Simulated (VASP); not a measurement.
# Tl: single point with r2SCAN

Crystal: Tl.

```
CELL_PARAMETERS angstrom
-2.13510 2.13510 1.94100
2.13510 -2.13510 1.94100
2.13510 2.13510 -1.94100
ATOMIC_POSITIONS crystal
Tl 0.00000 0.00000 0.00000
```

This cell differs from its parent crystal: strain +0.1000 x Voigt [1, 1, 0, 0, 0, 0].

```yaml
Program: VASP 6.6.1
Task: single point
Functional: r2SCAN
Potentials_or_basis: VASP PAW PBE potentials, release 64 (Tl_d)
Cutoff: 520 eV
k_mesh: 18 × 18 × 18
Occupations: gaussian, width 0.15 eV
Spin: no spin polarisation
Dipole_correction: no
Further_INCAR_settings: ALGO = Normal; EDIFF = 1e-06; NBANDS = 12
```

```yaml
Pressure: -3.4 GPa
```

Stress tensor (GPa, compression positive):
```
-3.61  0.00  0.00
 0.00 -3.61  0.00
 0.00  0.00 -3.05
```

Levels at points of the mesh, in eV from the Fermi level:
```tsv
k point	band 2	band 3	band 4	band 5	band 6	band 7	band 8	band 9	band 10	band 11
(0.00, 0.00, 0.00)	-12.04	-12.04	-11.87	-11.79	-9.20	8.54	8.54	9.39	12.30	12.30
(0.50, 0.00, 0.00)	-12.13	-11.84	-11.76	-11.65	-5.30	-1.97	4.72	6.10	8.60	9.99
(0.50, 0.50, 0.00)	-12.11	-11.89	-11.84	-11.66	-5.77	-2.21	5.82	7.58	10.01	11.33
(0.50, 0.50, 0.50)	-12.16	-11.69	-11.69	-11.67	-3.08	0.92	0.92	2.55	5.76	6.91
```

Wall time 11 min on 1 thread of Intel(R) Xeon(R) Platinum 8259CL CPU @ 2.50GHz (Skylake/Cascade Lake) (shared host), peak memory 0.32 GiB.

Caveat: the cell differs from its parent crystal (strain +0.1000 x Voigt [1, 1, 0, 0, 0, 0]); the PAW data sets were made with another functional, which shifts forces and pressure a little; spin-orbit coupling is left out, which moves the levels of the heavy elements.
